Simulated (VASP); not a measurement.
# Hf (Pm-3n) in VASP: a series of runs

The runs below take Hf through single point, relaxation of cell and atoms, with PBE.

Program: VASP 6.6.1. These are calculated values, not measurements. Logs are shortened: lines on timing, memory, paths and dates and some standing lists are left out, and cuts for length are marked.

### Step 1. The cell of the first run

It takes space group Pm-3n (No. 223, cubic). Conventional cell: a = 5.654 Å, b = 5.654 Å, c = 5.654 Å, α = 90.00°, β = 90.00°, γ = 90.00°. Within 4.2 Å of Hf (site symmetry m-3) lie 12 Hf at 3.16 Å. Hf (site symmetry -4m2) has 14 Hf at 2.83 to 3.46 Å within 3.7 Å.

### Step 2. Single point, PBE

File INCAR:

```
SYSTEM = Hf
ALGO = Normal
EDIFF = 1E-6
ENCUT = 520
GGA = PE
ISIF = 2
ISMEAR = -1
LASPH = .True.
LCHARG = .False.
LREAL = .False.
LWAVE = .False.
NBANDS = 50
NELM = 80
PREC = Accurate
SIGMA = 0.1
```

File KPOINTS:

```
k-points
0
Gamma
  5 5 5
  0 0 0
```

File POSCAR:

```
Hf
1.0
    5.6542917328      0.0000000000      0.0000000000
    0.0000000000      5.6542917328      0.0000000000
    0.0000000000      0.0000000000      5.6542917328
Hf
8
Direct
    1.0000000000      0.0000000000      1.0000000000
    0.5000000000      0.5000000000      0.5000000000
    0.2500000000      0.0000000000      0.5000000000
    0.7500000000      0.0000000000      0.5000000000
    0.5000000000      0.2500000000      0.0000000000
    0.5000000000      0.7500000000      1.0000000000
    0.0000000000      0.5000000000      0.2500000000
    0.0000000000      0.5000000000      0.7500000000
```

Potentials or basis: VASP PAW PBE potentials, release 64 (Hf_pv).

On the command line:

```
$ cat potpaw_PBE.64/Hf_pv/POTCAR > POTCAR
$ mpirun -np 1 vasp_std > vasp.out
```

OUTCAR:

```text
SYSTEM = Hf
   EDIFF = 1E-6
   ENCUT = 520
   GGA = PE
   ISIF = 2
   ISMEAR = -1
   LASPH = .True.
   LREAL = .False.
   NELM = 80
   PREC = Accurate

 ion  position               nearest neighbor table
   1  0.000  0.000  0.000-   3 3.16   4 3.16   5 3.16   6 3.16   7 3.16   8 3.16   3 3.16   4 3.16
                             7 3.16   8 3.16   5 3.16   6 3.16
   2  0.500  0.500  0.500-   3 3.16   4 3.16   5 3.16   6 3.16   7 3.16   8 3.16   5 3.16   6 3.16
                             3 3.16   4 3.16   7 3.16   8 3.16
   3  0.250  0.000  0.500-   4 2.83   4 2.83   1 3.16   1 3.16   2 3.16   2 3.16   8 3.46   5 3.46
                             5 3.46   6 3.46   6 3.46   7 3.46   8 3.46   7 3.46
   4  0.750  0.000  0.500-   3 2.83   3 2.83   1 3.16   1 3.16   2 3.16   2 3.16   8 3.46   5 3.46
                             5 3.46   6 3.46   6 3.46   7 3.46   8 3.46   7 3.46
   5  0.500  0.250  0.000-   6 2.83   6 2.83   1 3.16   2 3.16   2 3.16   1 3.16   8 3.46   4 3.46
                             3 3.46   4 3.46   3 3.46   7 3.46   7 3.46   8 3.46
   6  0.500  0.750  0.000-   5 2.83   5 2.83   1 3.16   2 3.16   2 3.16   1 3.16   8 3.46   4 3.46
                             3 3.46   4 3.46   3 3.46   7 3.46   7 3.46   8 3.46
   7  0.000  0.500  0.250-   8 2.83   8 2.83   1 3.16   2 3.16   1 3.16   2 3.16   3 3.46   4 3.46
                             5 3.46   3 3.46   4 3.46   6 3.46   5 3.46   6 3.46
   8  0.000  0.500  0.750-   7 2.83   7 2.83   1 3.16   2 3.16   1 3.16   2 3.16   3 3.46   4 3.46
                             5 3.46   3 3.46   4 3.46   6 3.46   5 3.46   6 3.46

  LATTYP: Found a simple cubic cell.
 ALAT       =     5.6542917328

  Lattice vectors:

 A1 = (   5.6542917328,   0.0000000000,   0.0000000000)
 A2 = (   0.0000000000,   5.6542917328,   0.0000000000)
 A3 = (   0.0000000000,   0.0000000000,   5.6542917328)

Analysis of symmetry for initial positions (statically):
=====================================================================
 Subroutine PRICEL returns:
 Original cell was already a primitive cell.

 Routine SETGRP: Setting up the symmetry group for a
 simple cubic supercell.

 Subroutine GETGRP returns: Found 48 space group operations
 (whereof 24 operations were pure point group operations)
 out of a pool of 48 trial point group operations.

The static configuration has the point symmetry T_h .
 The point group associated with its full space group is O_h .

Analysis of symmetry for dynamics (positions and initial velocities):
=====================================================================
 Subroutine PRICEL returns:
 Original cell was already a primitive cell.

 Routine SETGRP: Setting up the symmetry group for a
 simple cubic supercell.

 Subroutine GETGRP returns: Found 48 space group operations
 (whereof 24 operations were pure point group operations)
 out of a pool of 48 trial point group operations.

The dynamic configuration has the point symmetry T_h .
 The point group associated with its full space group is O_h .

 Subroutine INISYM returns: Found 48 space group operations
 (whereof 24 operations are pure point group operations),
 and found     1 'primitive' translations

----------------------------------------------------------------------------------------

                                     Primitive cell

  volume of cell :     180.7734

  direct lattice vectors                    reciprocal lattice vectors
     5.654291733  0.000000000  0.000000000     0.176856810  0.000000000  0.000000000
     0.000000000  5.654291733  0.000000000     0.000000000  0.176856810  0.000000000
     0.000000000  0.000000000  5.654291733     0.000000000  0.000000000  0.176856810

  length of vectors
     5.654291733  5.654291733  5.654291733     0.176856810  0.176856810  0.176856810

  position of ions in fractional coordinates (direct lattice)
     0.000000000  0.000000000  0.000000000
     0.500000000  0.500000000  0.500000000
     0.250000000  0.000000000  0.500000000
     0.750000000  0.000000000  0.500000000
     0.500000000  0.250000000  0.000000000
     0.500000000  0.750000000  0.000000000
     0.000000000  0.500000000  0.250000000
     0.000000000  0.500000000  0.750000000

  ion indices of the primitive-cell ions
   primitive index   ion index
                 1           1
                 2           2
                 3           3
                 4           4
                 5           5
                 6           6
                 7           7
                 8           8

----------------------------------------------------------------------------------------

 KPOINTS: k-points

Automatic generation of k-mesh.
 Grid dimensions read from file:
 generate k-points for:    5    5    5

 Generating k-lattice:

  Cartesian coordinates                     Fractional coordinates (reciprocal lattice)
     0.035371362  0.000000000  0.000000000     0.200000000  0.000000000  0.000000000
     0.000000000  0.035371362  0.000000000     0.000000000  0.200000000  0.000000000
     0.000000000  0.000000000  0.035371362     0.000000000  0.000000000  0.200000000

  Length of vectors
     0.035371362  0.035371362  0.035371362

  Shift w.r.t. Gamma in fractional coordinates (k-lattice)
     0.000000000  0.000000000  0.000000000

 Subroutine IBZKPT returns following result:
 ===========================================

 Found     10 irreducible k-points:

 Following reciprocal coordinates:
            Coordinates               Weight
  0.000000  0.000000  0.000000      1.000000
  0.200000  0.000000  0.000000      6.000000
  0.400000  0.000000  0.000000      6.000000
  0.200000  0.200000  0.000000     12.000000
  0.400000  0.200000  0.000000     24.000000
  0.400000  0.400000  0.000000     12.000000
  0.200000  0.200000  0.200000      8.000000
  0.400000  0.200000  0.200000     24.000000
  0.400000  0.400000  0.200000     24.000000
  0.400000  0.400000  0.400000      8.000000
   k-points           NKPTS =     10   k-points in BZ     NKDIM =     10   number of bands    NBANDS=     50
   number of dos      NEDOS =    301   number of ions     NIONS =      8
   total plane-waves  NPLWV =  74088
   dimension x,y,z NGX =    42 NGY =   42 NGZ =   42
   dimension x,y,z NGXF=    84 NGYF=   84 NGZF=   84
   ions per type =               8
   NGX,Y,Z   is equivalent  to a cutoff of  12.35, 12.35, 12.35 a.u.
   NGXF,Y,Z  is equivalent  to a cutoff of  24.70, 24.70, 24.70 a.u.
 SYSTEM =  Hf
   PREC   = accura    normal or accurate (medium, high low for compatibility)
   ISTART =      0    job   : 0-new  1-cont  2-samecut
   ICHARG =      2    charge: 1-file 2-atom 10-const
   ISPIN  =      1    spin polarized calculation?
   LNONCOLLINEAR =      F non collinear calculations
   LSORBIT =      F    spin-orbit coupling
   LASPH  =      T    aspherical Exc in radial PAW
   ENCUT  =  520.0 eV  38.22 Ry    6.18 a.u.  10.51 10.51 10.51*2*pi/ulx,y,z
   NELM   =     80;   NELMIN=  2; NELMDL= -5     # of ELM steps
   EDIFF  = 0.1E-05   stopping-criterion for ELM
   LREAL  =      F    real-space projection
   EDIFFG = 0.1E-04   stopping-criterion for IOM
   NSW    =      0    number of steps for IOM
   IBRION =     -1    ionic relax: 0-MD 1-quasi-New 2-CG
   NFREE  =      0    steps in history (QN), initial steepest desc. (CG)
   ISIF   =      2    stress and relaxation
   ISYM   =      2    0-nonsym 1-usesym 2-fastsym
   POTIM  = 0.5000    time-step for ionic-motion
   TEBEG  =    0.0;   TEEND  =   0.0 temperature during run
   PSTRESS=    0.0 pullay stress
   NELECT =      80.0000    total number of electrons
   NUPDOWN=      -1.0000    fix difference up-down
   EMIN   =  10.00;   EMAX   =-10.00  energy-range for DOS
   EFERMI =   0.00;   METHOD = LEGACY
   ISMEAR =    -1;   SIGMA  =   0.10  broadening in eV -4-tet -1-fermi 0-gaus
   EFERMI_NEDOS =   21; number of points for ismear=-14 and -15
   IALGO  =     38    algorithm
   IMIX   =      4    mixing-type and parameters
     AMIX     =   0.40;   BMIX     =  1.00
     AMIX_MAG =   1.60;   BMIX_MAG =  1.00
  volume/ion in A,a.u.               =      22.60       152.49
  Fermi-wavevector in a.u.,A,eV,Ry     =   1.247556  2.357538 21.176043  1.556395
  Thomas-Fermi vector in A             =   2.381683
   LORBIT       =      0    0 simple, 1 ext, 2 COOP (PROOUT), +10 PAW based schemes
   GGA     = PE    functional components
   LHFCALC =     F    Hartree Fock is set to
   AEXX    =    0.0000 exact exchange contribution
   IVDW    =     0    specifies the selected vdW correction
   LEPSILON=     F    determine dielectric tensor
   LRPA    =     F    only Hartree local field effects (RPA)
 non-spin polarized calculation
  energy-cutoff  :      520.00
  volume of cell :      180.77
 maximum number of plane-waves:      4945
 NGX is ok and might be reduce to    42
   NGX = 21   NGY = 21   NGZ = 21

 number of electron      80.0000014 magnetization

 Free energy of the ion-electron system (eV)
  ---------------------------------------------------
  ext. energy  EPLUGINS =         0.00000000
  ---------------------------------------------------
  free energy    TOTEN  =       -77.74439149 eV

  energy without entropy =      -77.15940405  energy(sigma->0) =      -77.45189777

 E-fermi :   4.3598     XC(G=0): -11.2234

 val. band max:        4.3385658950   @ k =   0.2000   0.2000   0.0000
 cond. band min:       4.3672260899   @ k =   0.4000   0.4000   0.2000
 fundamental gap:      0.0286601949
 Fermi energy:         4.3598490842

 k-point     1 :       0.0000    0.0000    0.0000
  band No.  band energies     occupation
      1     -26.3151      2.00000
      2     -26.3151      2.00000
      3     -26.2229      2.00000
      4     -26.0380      2.00000
      5     -26.0380      2.00000
      6     -26.0380      2.00000
[... 42 lines left out ...]
     49       6.0738      0.00000
     50       7.9189      0.00000
[... 475 lines left out ...]
     49       7.2396      0.00000
     50       7.2396      0.00000

------------------------ aborting loop because EDIFF is reached ----------------------------------------

  FORCE on cell =-STRESS in cart. coord.  units (eV):
  Direction    XX          YY          ZZ          XY          YZ          ZX
  --------------------------------------------------------------------------------------
  -------------------------------------------------------------------------------------
  Total       -0.4493606     -0.4493606     -0.4493606      0.0000000      0.0000000     -0.0000000
  in kB       -3.9826391     -3.9826391     -3.9826391      0.0000000      0.0000000     -0.0000000
  external PRESSURE =      -3.9826391 kB  Pullay stress =       0.0000000 kB

 VOLUME and BASIS-vectors are now :
 -----------------------------------------------------------------------------
  energy-cutoff  :      520.00
  volume of cell :      180.77
      direct lattice vectors                 reciprocal lattice vectors
     5.654291733  0.000000000  0.000000000     0.176856810  0.000000000  0.000000000
     0.000000000  5.654291733  0.000000000     0.000000000  0.176856810  0.000000000
     0.000000000  0.000000000  5.654291733     0.000000000  0.000000000  0.176856810

 POSITION                                       TOTAL-FORCE (eV/Angst)
 -----------------------------------------------------------------------------------
      0.00000      0.00000      0.00000        -0.000000      0.000000     -0.000000
      2.82715      2.82715      2.82715        -0.000000      0.000000     -0.000000
      1.41357      0.00000      2.82715         0.000000      0.000000      0.000000
      4.24072      0.00000      2.82715        -0.000000     -0.000000      0.000000
      2.82715      1.41357      0.00000        -0.000000      0.000000     -0.000000
      2.82715      4.24072      0.00000         0.000000     -0.000000      0.000000
      0.00000      2.82715      1.41357         0.000000      0.000000     -0.000000
      0.00000      2.82715      4.24072        -0.000000      0.000000      0.000000
 -----------------------------------------------------------------------------------
    total drift:                                0.000000     -0.000000     -0.000000

  FREE ENERGIE OF THE ION-ELECTRON SYSTEM (eV)
  ---------------------------------------------------
  free  energy   TOTEN  =       -77.7443914948 eV

  energy  without entropy=      -77.1594040478  energy(sigma->0) =      -77.45189777
```

It took 93 s on 1 thread of Intel Xeon 6455B, shared host; peak memory 0.28 GiB.

Results:

| Item | Value |
| --- | --- |
| Free energy | -77.7444 eV |
| Pressure | -0.4 GPa |
| Band gap on the k mesh | zero (bands 40 and 41 overlap by 0.51 eV) |

Caveat: spin-orbit coupling is left out, which moves the levels of the heavy elements.

(Part 1 of 3 ends here.)
